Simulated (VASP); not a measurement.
## Hf3N4: single point with PBEsol

Hf3N4, a slab with vacuum:

```
N Hf
1.0
     3.18308    0.00000    0.00000
    -1.59154    2.75663    0.00000
     0.00000    0.00000   24.79692
N Hf
4 3
Cartesian
  0.0000 1.8378 8.5000
  0.0000 0.0000 11.0990
  1.5915 0.9189 13.6025
  0.0000 1.8378 16.0258
  1.5915 0.9189 9.7995
  0.0000 1.8378 12.4134
  0.0000 0.0000 15.2365
```

| Property | Result |
| --- | --- |
| Program | VASP 6.6.1 |
| Task | single point |
| Functional | PBEsol |
| Potentials or basis | VASP PAW PBE potentials, release 64 (N, Hf_pv) |
| Cutoff | 520 eV |
| k mesh | 9 × 9 × 1 |
| Occupations | gaussian, width 0.1 eV |
| Spin | no spin polarisation |
| Dipole correction | yes |
| Further INCAR settings | ALGO = Normal; EDIFF = 1e-06; NBANDS = 34 |

The largest force is 7.141 eV/Å.

Forces on the atoms (eV/Å):
```
N    0.000  0.000  5.355
N    0.000  0.000  1.868
N    0.000  0.000 -0.035
N    0.000  0.000 -0.072
Hf   0.000  0.000 -7.141
Hf   0.000  0.000  0.032
Hf   0.000  0.000 -0.007
```

Levels at points of the mesh, in eV from the Fermi level:
```tsv
k point	band 23	band 24	band 25	band 26	band 27	band 28
(0.00, 0.00, 0.00)	-1.08	0.01	0.01	1.15	1.15	1.28
```

Wall time 10 min on 1 thread of Intel(R) Xeon(R) Platinum 8259CL CPU @ 2.50GHz (Skylake/Cascade Lake) (shared host), peak memory 0.35 GiB.

Caveat: the PAW data sets were made with another functional, which shifts forces and pressure a little; spin-orbit coupling is left out, which moves the levels of the heavy elements.
